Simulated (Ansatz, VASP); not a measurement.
TiO2 in VASP and in Ansatz

File INCAR:

```
SYSTEM = TiO2
PREC = Accurate ; ENCUT = 910
EDIFF = 1E-6 ; ISMEAR = 0
SIGMA = 0.05 ; LREAL = .False.
LASPH = .True. ; NELM = 200
ALGO = Normal ; ISIF = 2
LWAVE = .False. ; LCHARG = .True.
LMAXMIX = 4 ; LDAU = .True.
LDAUTYPE = 2 ; LDAUL = 2 -1
LDAUU = 4 0 ; LDAUJ = 0 0
LDAUPRINT = 1 ; GGA = PE
LELF = .True. ; LVHAR = .True.
NBANDS = 33 ; GGA_COMPAT = .False.
```

File KPOINTS:

```
regular mesh
0
Gamma
  6 6 10
  0 0 0
```

Contents of POSCAR:

```
TiO2
1.0
    4.2691518227      0.0000000000      0.0000000000
    0.0000000000      4.2691518227      0.0000000000
    0.0000000000      0.0000000000      3.1266389808
Ti O
2 4
Direct
    0.0000000000      0.0000000000      0.0000000000
    0.5000000000      0.5000000000      0.5000000000
    0.3056475974      0.3056475974      0.0000000000
    0.1943524026      0.8056475974      0.5000000000
    0.6943524026      0.6943524026      0.0000000000
    0.8056475974      0.1943524026      0.5000000000
```

Input for Ansatz:

```yaml
crystal:
  lattice:
    - [4.269151819, 0.0, 0.0]
    - [0.0, 4.269151819, 0.0]
    - [0.0, 0.0, 3.1266390186]
  atoms:
    - { symbol: Ti, position: [0.0, 0.0, 0.0] }
    - { symbol: Ti, position: [0.5, 0.5, 0.5] }
    - { symbol: O, position: [0.3056475955, 0.3056475955, 0.0] }
    - { symbol: O, position: [0.1943524045, 0.8056475955, 0.5] }
    - { symbol: O, position: [0.6943524045, 0.6943524045, 0.0] }
    - { symbol: O, position: [0.8056475955, 0.1943524045, 0.5] }
basis:
  ecutwfc: 420
kpoints:
  mp_grid: { grid: [6, 6, 10] }
hamiltonian:
  xc: pbe
  hubbard: { sites: [{ species: Ti, l: d, u_eff: 4.0 }] }
scf:
  occupations: { method: gaussian, width: 0.05 }
output:
  forces: true
  stress: true
  eigenvalues: true
```

Change from the starting cell: strain -0.080 along x and y, +0.040 along z, atoms carried along.

Alike in both runs: task single point; functional PBE; k mesh 6 × 6 × 10; occupations gaussian, width 0.05 eV; no spin polarisation; Hubbard terms Ti d U = 4.0 eV.

|  | VASP | Ansatz |
| --- | --- | --- |
| version | VASP 6.6.1 | Ansatz 0.2.0 |
| potentials or method | VASP PAW PBE potentials, release 64 (Ti_sv, O_h), cutoff 910 eV | scalar-relativistic, plane waves, PAW |
| valence electrons in the cell | 48 | 48 |

VASP gave:

```
gap on the k mesh at the Fermi level (eV) : 2.72
least direct gap on the mesh (eV)         : 2.72
rms of the force components (eV/Å)        : 0.125
```

Task: Estimate Ansatz's values.

Result: gap on the k mesh at the Fermi level (eV): 2.72; least direct gap on the mesh (eV): 2.77; rms of the force components (eV/Å): 0.105.

The programs project onto different local orbitals, so the same U acts differently, and such runs can settle in different states. Atom by atom the forces differ by 0.020 eV/Å (rms over components).

Noted on VASP's run: the cutoff is short for stress, so the pressure is rough.
